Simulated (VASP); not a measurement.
BiSb4O: single point with PBE

The system is BiSb4O.

```
Sb Bi O
1.0
     5.31776    0.00000    0.00000
    -2.65888    4.60531    0.00000
     0.00000    0.00000    6.05817
Sb Bi O
4 1 1
Direct
  0.33333 0.66667 0.74021
  0.33333 0.66667 0.25979
  0.66667 0.33333 0.74021
  0.66667 0.33333 0.25979
  0.00000 0.00000 0.00000
  0.00000 0.00000 0.50000
```

The cell was built from a structure type or drawn by symmetry, and may not be a known phase.

| Quantity | Value |
| --- | --- |
| Program | VASP 6.6.1 |
| Task | single point |
| Functional | PBE |
| Potentials or basis | VASP PAW PBE potentials, release 64 (Sb, Bi_d, O) |
| Cutoff | 520 eV |
| k mesh | 6 × 6 × 4 |
| Occupations | gaussian, width 0.1 eV |
| Spin | no spin polarisation |
| Dipole correction | no |
| Further INCAR settings | ALGO = Normal; EDIFF = 1e-06; NBANDS = 30 |

```json
{
  "Pressure": "-0.2 GPa",
  "Largest force": "0.008 eV/Å",
  "Band gap on the k mesh": "zero (an odd number of electrons rules out a gap without spin polarisation)"
}
```

Forces on the atoms (eV/Å):
```
Sb   0.000  0.000  0.008
Sb   0.000  0.000 -0.008
Sb   0.000  0.000  0.008
Sb   0.000  0.000 -0.008
Bi   0.000  0.000  0.000
O    0.000  0.000  0.000
```

Stress tensor (GPa, compression positive):
```
-0.12  0.00  0.00
 0.00 -0.12  0.00
 0.00  0.00 -0.24
```

Levels at points of the mesh, in eV from the Fermi level:
| k point | band 17 | band 18 | band 19 | band 20 | band 21 | band 22 | band 23 | band 24 | band 25 | band 26 |
| --- | --- | --- | --- | --- | --- | --- | --- | --- | --- | --- |
| (0.00, 0.00, 0.00) | -2.45 | -2.17 | -1.73 | -1.73 | -0.83 | -0.83 | 1.63 | 1.63 | 1.74 | 3.81 |
| (0.50, 0.00, 0.00) | -1.65 | -1.06 | -1.04 | 0.29 | 0.46 | 0.71 | 1.81 | 2.52 | 3.20 | 3.52 |
| (0.00, 0.00, 0.50) | -2.65 | -2.40 | -1.96 | -1.91 | -1.91 | -0.11 | 1.19 | 1.59 | 1.87 | 1.87 |
| (0.50, 0.00, 0.50) | -1.26 | -0.53 | -0.46 | -0.28 | 0.17 | 0.86 | 1.05 | 1.38 | 1.64 | 2.26 |

Wall time 54 s on 1 thread of Intel(R) Xeon(R) 6975P-C (Granite Rapids), on a shared host, peak memory 0.3 GiB.

Caveat: spin-orbit coupling is left out, which moves the levels of the heavy elements; an odd number of electrons without spin polarisation forces a metal; a magnetic or distorted state may lie lower.
